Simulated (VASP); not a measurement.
# Pt (I4/mmm) in VASP: notebook

Pt is run at these levels: PBE; tasks: single point.

Program: VASP 6.6.1. These are calculated values, not measurements. Logs are shortened: lines on timing, memory, paths and dates and some standing lists are left out, and cuts for length are marked.

### Step 1. The cell of the first run

Symmetry: I4/mmm, No. 139, tetragonal system. Conventional cell: a = 2.561 Å, b = 2.561 Å, c = 3.916 Å, α = 90.00°, β = 90.00°, γ = 90.00°. Within 3.4 Å of Pt (site symmetry 4/mmm) lie 12 Pt at 2.56 to 2.67 Å.

### Step 2. Single point, PBE (strain -0.0750 x Voigt [1, 1, 0, 0, 0, 0])

The input, INCAR:

```
SYSTEM = Pt
ALGO = Normal ; EDIFF = 1E-7
ENCUT = 520 ; GGA = PE
ISIF = 2 ; ISMEAR = 0
LASPH = .TRUE. ; LCHARG = .FALSE.
LREAL = .FALSE. ; LWAVE = .FALSE.
NBANDS = 11 ; NELM = 80
PREC = Accurate ; SIGMA = 0.15
```

The input, KPOINTS:

```
k-points
0
G
  20 20 20
  0 0 0
```

The input, POSCAR:

```
Pt
1.0
    0.0000000000      1.8110575000      1.9579000000
    1.8110575000      0.0000000000      1.9579000000
    1.8110575000      1.8110575000      0.0000000000
Pt
1
Direct
    0.0000000000      0.0000000000      0.0000000000
```

Potentials or basis: VASP PAW PBE potentials, release 64 (Pt).

Launch:

```
> cat potpaw_PBE.64/Pt/POTCAR > POTCAR
> mpirun -np 1 vasp_std > vasp.out
```

OUTCAR:

```text
SYSTEM = Pt
   EDIFF = 1E-7
   ENCUT = 520
   GGA = PE
   ISIF = 2
   ISMEAR = 0
   LASPH = .TRUE.
   LREAL = .FALSE.
   NELM = 80
   PREC = Accurate

 ion  position               nearest neighbor table
   1  0.000  0.000  0.000-

  LATTYP: Found a body centered tetragonal cell.
 ALAT       =     2.5612220787
 C/A-ratio  =     1.5288795269

  Lattice vectors:

 A1 = (  -1.8110575000,   0.0000000000,   1.9579000000)
 A2 = (   1.8110575000,   0.0000000000,   1.9579000000)
 A3 = (   0.0000000000,   1.8110575000,  -1.9579000000)

Analysis of symmetry for initial positions (statically):
=====================================================================
 Subroutine PRICEL returns:
 Original cell was already a primitive cell.

 Routine SETGRP: Setting up the symmetry group for a
 body centered tetragonal supercell.

 Subroutine GETGRP returns: Found 16 space group operations
 (whereof 16 operations were pure point group operations)
 out of a pool of 16 trial point group operations.

The static configuration has the point symmetry D_4h.

Analysis of symmetry for dynamics (positions and initial velocities):
=====================================================================
 Subroutine PRICEL returns:
 Original cell was already a primitive cell.

 Routine SETGRP: Setting up the symmetry group for a
 body centered tetragonal supercell.

 Subroutine GETGRP returns: Found 16 space group operations
 (whereof 16 operations were pure point group operations)
 out of a pool of 16 trial point group operations.

The dynamic configuration has the point symmetry D_4h.

 Subroutine INISYM returns: Found 16 space group operations
 (whereof 16 operations are pure point group operations),
 and found     1 'primitive' translations

----------------------------------------------------------------------------------------

                                     Primitive cell

  volume of cell :      12.8435

  direct lattice vectors                    reciprocal lattice vectors
     0.000000000  1.811057500  1.957900000    -0.276081792  0.276081792  0.255375658
     1.811057500  0.000000000  1.957900000     0.276081792 -0.276081792  0.255375658
     1.811057500  1.811057500  0.000000000     0.276081792  0.276081792 -0.255375658

  length of vectors
     2.667077366  2.667077366  2.561222079     0.466539428  0.466539428  0.466539428

  position of ions in fractional coordinates (direct lattice)
     0.000000000  0.000000000  0.000000000
[... 81 lines left out ...]
   NFREE  =      0    steps in history (QN), initial steepest desc. (CG)
   ISIF   =      2    stress and relaxation
   ISYM   =      2    0-nonsym 1-usesym 2-fastsym
   POTIM  = 0.5000    time-step for ionic-motion
   TEBEG  =    0.0;   TEEND  =   0.0 temperature during run
   PSTRESS=    0.0 pullay stress
   NELECT =      10.0000    total number of electrons
   NUPDOWN=      -1.0000    fix difference up-down
   EMIN   =  10.00;   EMAX   =-10.00  energy-range for DOS
   EFERMI =   0.00;   METHOD = LEGACY
   ISMEAR =     0;   SIGMA  =   0.15  broadening in eV -4-tet -1-fermi 0-gaus
   EFERMI_NEDOS =   21; number of points for ismear=-14 and -15
   IALGO  =     38    algorithm
   IMIX   =      4    mixing-type and parameters
     AMIX     =   0.40;   BMIX     =  1.00
     AMIX_MAG =   1.60;   BMIX_MAG =  1.00
  volume/ion in A,a.u.               =      12.84        86.67
  Fermi-wavevector in a.u.,A,eV,Ry     =   1.506075  2.846068 30.861563  2.268261
  Thomas-Fermi vector in A             =   2.616840
   LORBIT       =      0    0 simple, 1 ext, 2 COOP (PROOUT), +10 PAW based schemes
   GGA     = PE    functional components
   LHFCALC =     F    Hartree Fock is set to
   AEXX    =    0.0000 exact exchange contribution
   IVDW    =     0    specifies the selected vdW correction
   LEPSILON=     F    determine dielectric tensor
   LRPA    =     F    only Hartree local field effects (RPA)
 non-spin polarized calculation
 Gauss-broadening in eV      SIGMA  =   0.15
  energy-cutoff  :      520.00
  volume of cell :       12.84
 maximum number of plane-waves:       359
   NGX =  9   NGY =  9   NGZ =  9

 number of electron      10.0000000 magnetization

 Free energy of the ion-electron system (eV)
  ---------------------------------------------------
  ext. energy  EPLUGINS =         0.00000000
  ---------------------------------------------------
  free energy    TOTEN  =        -5.48770250 eV

  energy without entropy =       -5.47234965  energy(sigma->0) =       -5.48002608

 E-fermi :  14.6320     XC(G=0): -14.4692

 val. band max:       14.6317123570   @ k =   0.4000   0.0500   0.3000
 cond. band min:      14.6341168937   @ k =  -0.3000   0.4000   0.1500
 fundamental gap:      0.0024045367
 Fermi energy:        14.6319665873

 k-point     1 :       0.0000    0.0000    0.0000
  band No.  band energies     occupation
      1       2.4934      2.00000
      2       8.9948      2.00000
      3      10.1791      2.00000
      4      10.1791      2.00000
      5      11.7719      2.00000
      6      13.2319      2.00000
      7      28.7583      0.00000
      8      32.9235      0.00000
      9      35.4415      0.00000
     10      35.4415      0.00000
     11      40.7023      0.00000
[... 309 lines left out ...]
 k-point    24 :      -0.3500    0.0500    0.0000
  band No.  band energies     occupation
      1       5.5927      2.00000
      2       9.2845      2.00000
      3      10.4726      2.00000
      4      10.9378      2.00000
      5      13.5664      2.00000
      6      14.6394      0.94401
      7      24.9318      0.00000
      8      29.4624      0.00000
      9      35.4127      0.00000
     10      37.8079      0.00000
     11      40.4413      0.00000

 [... further k-points ...]

------------------------ aborting loop because EDIFF is reached ----------------------------------------

  FORCE on cell =-STRESS in cart. coord.  units (eV):
  Direction    XX          YY          ZZ          XY          YZ          ZX
  --------------------------------------------------------------------------------------
  -------------------------------------------------------------------------------------
  Total        7.2218548      7.2218548      5.7159443      0.0000000      0.0000000      0.0000000
  in kB      900.8953693    900.8953693    713.0395055      0.0000000      0.0000000      0.0000000
  external PRESSURE =     838.2767480 kB  Pullay stress =       0.0000000 kB

 VOLUME and BASIS-vectors are now :
 -----------------------------------------------------------------------------
  energy-cutoff  :      520.00
  volume of cell :       12.84
      direct lattice vectors                 reciprocal lattice vectors
     0.000000000  1.811057500  1.957900000    -0.276081792  0.276081792  0.255375658
     1.811057500  0.000000000  1.957900000     0.276081792 -0.276081792  0.255375658
     1.811057500  1.811057500  0.000000000     0.276081792  0.276081792 -0.255375658

 POSITION                                       TOTAL-FORCE (eV/Angst)
 -----------------------------------------------------------------------------------
      0.00000      0.00000      0.00000        -0.000000      0.000000      0.000000
 -----------------------------------------------------------------------------------
    total drift:                                0.000000      0.000000      0.000000

  FREE ENERGIE OF THE ION-ELECTRON SYSTEM (eV)
  ---------------------------------------------------
  free  energy   TOTEN  =        -5.4877025024 eV

  energy  without entropy=       -5.4723496525  energy(sigma->0) =       -5.48002608
```

OSZICAR:

```text
N       E                     dE             d eps       ncg     rms          rms(c)
DAV:   1     0.419530348333E+02    0.41953E+02   -0.55087E+03 14350   0.864E+02
DAV:   2    -0.521807130248E+01   -0.47171E+02   -0.45470E+02 16212   0.185E+02
DAV:   3    -0.582812255723E+01   -0.61005E+00   -0.60663E+00 16598   0.200E+01
DAV:   4    -0.583035620324E+01   -0.22336E-02   -0.22335E-02 16548   0.141E+00
DAV:   5    -0.583037112835E+01   -0.14925E-04   -0.14924E-04 16683   0.104E-01    0.209E+01
DAV:   6    -0.555362665002E+01    0.27674E+00   -0.42278E-01 15659   0.553E+00    0.114E+01
DAV:   7    -0.549228038908E+01    0.61346E-01   -0.17960E-01 16337   0.350E+00    0.236E+00
DAV:   8    -0.548782601291E+01    0.44544E-02   -0.12078E-02 15509   0.101E+00    0.482E-01
DAV:   9    -0.548769613679E+01    0.12988E-03   -0.14225E-04 16623   0.114E-01    0.170E-02
DAV:  10    -0.548770227018E+01   -0.61334E-05   -0.43882E-06 19545   0.147E-02    0.396E-03
DAV:  11    -0.548770247798E+01   -0.20781E-06   -0.75459E-08 13160   0.256E-03    0.934E-04
DAV:  12    -0.548770250239E+01   -0.24410E-07   -0.52288E-09  8707   0.549E-04
   1 F= -.54877025E+01 E0= -.54800261E+01  d E =-.153528E-01
```

stdout:

```text
POSCAR found type information on POSCAR Pt
 POSCAR found :  1 types and       1 ions
 scaLAPACK will be used
 LDA part: xc-table for (Slater+PW92), standard interpolation
 POSCAR, INCAR and KPOINTS ok, starting setup
 FFT: planning ... GRIDC
 FFT: planning ... GRID_SOFT
 FFT: planning ... GRID
 WAVECAR not read
 entering main loop
```

It took 52 s on 1 thread of Intel Xeon Platinum 8488C (Sapphire Rapids), shared host; peak memory 0.21 GiB.

What came out:

```yaml
Free_energy: -5.4877 eV
Pressure: 83.8 GPa
Band_gap_on_the_k_mesh: zero (bands 5 and 6 overlap by 3.45 eV)
```

Caveat: the cell differs from its parent crystal (strain -0.0750 x Voigt [1, 1, 0, 0, 0, 0]); the stress differs along the axes, from 71 to 90 GPa; spin-orbit coupling is left out, which moves the levels of the heavy elements.

### Step 3. Single point, PBE (strain -0.0500 x Voigt [1, 1, 0, 0, 0, 0])

The input, INCAR:

```
SYSTEM = Pt
PREC     = Accurate       ! precision mode
ENCUT    = 520            ! plane-wave cutoff, eV
EDIFF    = 1E-7           ! SCF threshold, eV
ISMEAR   = 0              ! smearing method
SIGMA    = 0.15           ! smearing width, eV
LREAL    = .FALSE.        ! projectors in reciprocal space
LASPH    = .TRUE.         ! aspherical terms in the spheres
NELM     = 80             ! most SCF steps
ALGO     = Normal         ! electronic algorithm
ISIF     = 2              ! what is computed and relaxed
LWAVE    = .FALSE.        ! write WAVECAR
LCHARG   = .TRUE.         ! write CHGCAR
GGA      = PE             ! functional
LELF     = .TRUE.         ! ELF
LVHAR    = .TRUE.       
NBANDS   = 11             ! bands
```

The input, KPOINTS:

```
regular mesh
0
G
  20 20 20
  0 0 0
```

The input, POSCAR:

```
Pt
1.0
    0.0000000000      1.8600050000      1.9579000000
    1.8600050000      0.0000000000      1.9579000000
    1.8600050000      1.8600050000      0.0000000000
Pt
1
Direct
    0.0000000000      0.0000000000      0.0000000000
```

Potentials or basis: VASP PAW PBE potentials, release 64 (Pt).

Launch:

```
> cat potpaw_PBE.64/Pt/POTCAR > POTCAR
> mpirun -np 1 vasp_std > vasp.out
```

OUTCAR:

```text
SYSTEM = Pt
   PREC = Accurate
   ENCUT = 520
   EDIFF = 1E-7
   ISMEAR = 0
   LREAL = .FALSE.
   LASPH = .TRUE.
   NELM = 80
   ISIF = 2
   GGA = PE

 ion  position               nearest neighbor table
   1  0.000  0.000  0.000-

  LATTYP: Found a body centered tetragonal cell.
 ALAT       =     2.6304442971
 C/A-ratio  =     1.4886458551

  Lattice vectors:

 A1 = (  -1.8600050000,   0.0000000000,   1.9579000000)
 A2 = (   1.8600050000,   0.0000000000,   1.9579000000)
 A3 = (   0.0000000000,   1.8600050000,  -1.9579000000)

Analysis of symmetry for initial positions (statically):
=====================================================================
 Subroutine PRICEL returns:
 Original cell was already a primitive cell.

 Routine SETGRP: Setting up the symmetry group for a
 body centered tetragonal supercell.

 Subroutine GETGRP returns: Found 16 space group operations
 (whereof 16 operations were pure point group operations)
 out of a pool of 16 trial point group operations.

The static configuration has the point symmetry D_4h.

Analysis of symmetry for dynamics (positions and initial velocities):
[... 166 lines left out ...]
      1       1.9750      2.00000
      2       8.4959      2.00000
      3       9.2105      2.00000
      4       9.2105      2.00000
      5      11.0727      2.00000
      6      11.9431      2.00000
      7      27.7590      0.00000
      8      32.2800      0.00000
      9      33.8373      0.00000
     10      33.8373      0.00000
     11      39.1262      0.00000
[... 309 lines left out ...]
 k-point    24 :      -0.3500    0.0500    0.0000
  band No.  band energies     occupation
      1       5.0206      2.00000
      2       8.7018      2.00000
      3       9.4637      2.00000
      4      10.0410      2.00000
      5      12.4827      2.00000
      6      13.4092      1.37275
      7      23.3448      0.00000
      8      28.3925      0.00000
      9      33.7808      0.00000
     10      35.9790      0.00000
     11      39.2420      0.00000

 [... further k-points ...]

------------------------ aborting loop because EDIFF is reached ----------------------------------------

  FORCE on cell =-STRESS in cart. coord.  units (eV):
  Direction    XX          YY          ZZ          XY          YZ          ZX
  --------------------------------------------------------------------------------------
  -------------------------------------------------------------------------------------
  Total        4.7178163      4.7178163      3.8956738      0.0000000      0.0000000      0.0000000
  in kB      557.9597701    557.9597701    460.7278231      0.0000000      0.0000000      0.0000000
  external PRESSURE =     525.5491211 kB  Pullay stress =       0.0000000 kB

 VOLUME and BASIS-vectors are now :
 -----------------------------------------------------------------------------
  energy-cutoff  :      520.00
  volume of cell :       13.55
      direct lattice vectors                 reciprocal lattice vectors
     0.000000000  1.860005000  1.957900000    -0.268816482  0.268816482  0.255375658
     1.860005000  0.000000000  1.957900000     0.268816482 -0.268816482  0.255375658
     1.860005000  1.860005000  0.000000000     0.268816482  0.268816482 -0.255375658

 POSITION                                       TOTAL-FORCE (eV/Angst)
 -----------------------------------------------------------------------------------
      0.00000      0.00000      0.00000        -0.000000      0.000000      0.000000
 -----------------------------------------------------------------------------------
    total drift:                                0.000000     -0.000000     -0.000000

  FREE ENERGIE OF THE ION-ELECTRON SYSTEM (eV)
  ---------------------------------------------------
  free  energy   TOTEN  =        -5.8048057894 eV

  energy  without entropy=       -5.7881127432  energy(sigma->0) =       -5.79645927
```

Wall time 54 s (1 thread of Intel Xeon Platinum 8488C (Sapphire Rapids), shared host); peak memory 0.21 GiB.

Results:

| Item | Value |
| --- | --- |
| Free energy | -5.8048 eV |
| Pressure | 52.6 GPa |
| Band gap on the k mesh | zero (bands 5 and 6 overlap by 3.02 eV) |

Caveat: the cell differs from its parent crystal (strain -0.0500 x Voigt [1, 1, 0, 0, 0, 0]); the stress differs along the axes, from 46 to 56 GPa; spin-orbit coupling is left out, which moves the levels of the heavy elements.

### Step 4. Single point, PBE (strain -0.0250 x Voigt [1, 1, 0, 0, 0, 0])

The input, INCAR:

```
SYSTEM = Pt
  PREC = Accurate
  ENCUT = 520
  EDIFF = 1E-6
  ISMEAR = 0
  SIGMA = 0.15
  LREAL = .False.
  LASPH = .True.
  NELM = 80
  ALGO = Fast
  ISIF = 2
  LWAVE = .False.
  LCHARG = .False.
  GGA = PE
  NBANDS = 11
```

The input, KPOINTS:

```
Automatic mesh
0
Gamma
  20 20 20
  0 0 0
```

The input, POSCAR:

```
Pt
1.0
    0.0000000000      1.9089525000      1.9579000000
    1.9089525000      0.0000000000      1.9579000000
    1.9089525000      1.9089525000      0.0000000000
Pt
1
Direct
    0.0000000000      0.0000000000      0.0000000000
```

Launch:

```
> cat potpaw_PBE.64/Pt/POTCAR > POTCAR
> mpirun -np 1 vasp_std > vasp.out
```

Wall time 54 s (1 thread of Intel Xeon Platinum 8488C (Sapphire Rapids), shared host); peak memory 0.21 GiB.

Results (log left out):

```yaml
Free_energy: -5.9959 eV
Pressure: 28.8 GPa
Band_gap_on_the_k_mesh: zero (bands 5 and 6 overlap by 2.61 eV)
```

Stress tensor (GPa, compression positive):
```
30.04  0.00  0.00
 0.00 30.04  0.00
 0.00  0.00 26.43
```

Levels at points of the mesh, in eV from the Fermi level:
| k point | band 3 | band 4 | band 5 | band 6 | band 7 | band 8 |
| --- | --- | --- | --- | --- | --- | --- |
| (0.00, 0.00, 0.00) | -4.04 | -4.04 | -1.99 | -1.60 | 14.46 | 19.26 |
| (0.50, 0.00, 0.00) | -4.07 | -0.71 | -0.03 | 0.13 | 6.29 | 14.02 |
| (0.50, 0.50, 0.00) | 0.03 | 0.53 | 0.53 | 1.33 | 9.05 | 11.87 |
| (0.50, 0.00, 0.50) | -0.01 | 0.41 | 0.70 | 1.84 | 9.74 | 11.30 |

Caveat: the cell differs from its parent crystal (strain -0.0250 x Voigt [1, 1, 0, 0, 0, 0]); the cell stands under pressure; spin-orbit coupling is left out, which moves the levels of the heavy elements.

### Step 5. Single point, PBE (strain +0.0250 x Voigt [1, 1, 0, 0, 0, 0])

The input, INCAR:

```
ALGO     = Normal         # electronic algorithm
EDIFF    = 1E-6           # SCF threshold, eV
ENCUT    = 520            # plane-wave cutoff, eV
GGA      = PE             # functional
ISIF     = 2              # what is computed and relaxed
ISMEAR   = 0              # smearing method
LASPH    = True           # aspherical terms in the spheres
LCHARG   = False          # write CHGCAR
LREAL    = False          # projectors in reciprocal space
LWAVE    = False          # write WAVECAR
NBANDS   = 11             # bands
NELM     = 100            # most SCF steps
PREC     = Accurate       # precision mode
SIGMA    = 0.15           # smearing width, eV
```

The input, KPOINTS:

```
k-points
0
Gamma
  20 20 20
```

The input, POSCAR:

```
Pt
1.0
    0.0000000000      2.0068475000      1.9579000000
    2.0068475000      0.0000000000      1.9579000000
    2.0068475000      2.0068475000      0.0000000000
Pt
1
Direct
    0.0000000000      0.0000000000      0.0000000000
```

Launch:

```
> cat potpaw_PBE.64/Pt/POTCAR > POTCAR
> mpirun -np 1 vasp_std > vasp.out
```

Wall time 52 s (1 thread of Intel Xeon Platinum 8488C (Sapphire Rapids), shared host); peak memory 0.23 GiB.

Results (log left out):

| Property | Result |
| --- | --- |
| Free energy | -6.1071 eV |
| Pressure | -2.3 GPa |
| Band gap on the k mesh | zero (bands 5 and 6 overlap by 2.13 eV) |

Stress tensor (GPa, compression positive):
```
-2.88  0.00  0.00
 0.00 -2.88  0.00
 0.00  0.00 -1.10
```

Levels at points of the mesh, in eV from the Fermi level:
```tsv
k point	band 2	band 3	band 4	band 5	band 6	band 7	band 8	band 9
(0.00, 0.00, 0.00)	-3.61	-3.61	-3.34	-1.68	-1.37	14.76	19.27	19.27
(0.50, 0.00, 0.00)	-3.71	-3.44	-0.29	-0.04	0.10	5.51	14.29	18.43
(0.50, 0.50, 0.00)	-6.16	-0.01	0.46	0.46	2.18	8.82	10.96	10.96
(0.50, 0.00, 0.50)	-6.16	-0.01	0.33	0.55	1.72	8.20	11.33	11.47
```

Caveat: the cell differs from its parent crystal (strain +0.0250 x Voigt [1, 1, 0, 0, 0, 0]); spin-orbit coupling is left out, which moves the levels of the heavy elements.

### Step 6. The runs side by side

```tsv
cell	gap on the mesh (eV)	pressure (GPa)
a = 2.667, b = 2.667, c = 2.561 Å, angles 61.3, 61.3, 57.4°, 1 atom	none	83.8
a = 2.701, b = 2.701, c = 2.630 Å, angles 60.9, 60.9, 58.3°, 1 atom	none	52.6
a = 2.734, b = 2.734, c = 2.700 Å, angles 60.4, 60.4, 59.2°, 1 atom	none	28.8
a = 2.804, b = 2.804, c = 2.838 Å, angles 59.6, 59.6, 60.8°, 1 atom	none	-2.3
```

Alike in all rows: task single point; level PBE; potentials or basis VASP PAW PBE potentials, release 64 (Pt); no spin polarisation; k mesh 20 × 20 × 20; cutoff (eV) 520; smearing gaussian 0.15 eV.

Caveats: spin-orbit coupling is left out, which moves the levels of the heavy elements; the stress differs along the axes, from 71 to 90 GPa (at least some runs); the stress differs along the axes, from 46 to 56 GPa (at least some runs); the cell stands under pressure (at least some runs).

Total energies depend on the potentials used, so only differences within one code and one set of settings carry meaning.
